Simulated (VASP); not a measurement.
Runs of VASP 6.6.1 on Bi. The structure is that of space group P6_3/mmc (No. 194), or close to it. The cells are those of the table. 

```tsv
cell	further INCAR settings	gap on the mesh (eV)	pressure (GPa)
a = 4.403, b = 4.403, c = 12.184 Å, angles 90.0, 90.0, 120.0°, 2 atoms	ALGO = Fast; EDIFF = 1e-07; NBANDS = 22	none	-3.8
a = 4.403, b = 4.403, c = 11.652 Å, angles 90.0, 90.0, 120.0°, 2 atoms	ALGO = Fast; EDIFF = 1e-07; NBANDS = 22	none	-4.0
a = 4.471, b = 4.471, c = 11.474 Å, angles 90.0, 90.0, 120.0°, 2 atoms	ALGO = Fast; EDIFF = 1e-06; NBANDS = 22	none	-3.8
a = 4.403, b = 4.403, c = 11.829 Å, angles 90.0, 90.0, 120.0°, 2 atoms	ALGO = Fast; EDIFF = 1e-07; NBANDS = 22	none	-3.9
a = 4.539, b = 4.539, c = 11.474 Å, angles 90.0, 90.0, 120.0°, 2 atoms	ALGO = Fast; EDIFF = 1e-06; NBANDS = 22	none	(a)
a = 4.403, b = 4.403, c = 12.006 Å, angles 90.0, 90.0, 120.0°, 2 atoms	ALGO = Fast; EDIFF = 1e-06; NBANDS = 22	none	-3.8
a = 4.403, b = 4.403, c = 11.474 Å, angles 90.0, 90.0, 120.0°, 2 atoms	ALGO = Fast; EDIFF = 1e-07; NBANDS = 22	none	-4.0
```

Alike in all rows: task single point; level PBEsol; potentials or basis VASP PAW PBE potentials, release 64 (Bi_d); no spin polarisation; k mesh 12 × 12 × 4; cutoff (eV) 520; smearing gaussian 0.15 eV.

Task: Fill in the values left out.

Result: (a) -3.6.

Caveats: the PAW data sets were made with another functional, which shifts forces and pressure a little; spin-orbit coupling is left out, which moves the levels of the heavy elements.

A k mesh can miss the band edges, and the runs leave out spin-orbit coupling on Bi.

A gap of «none» marks levels without a gap at the run's occupations.
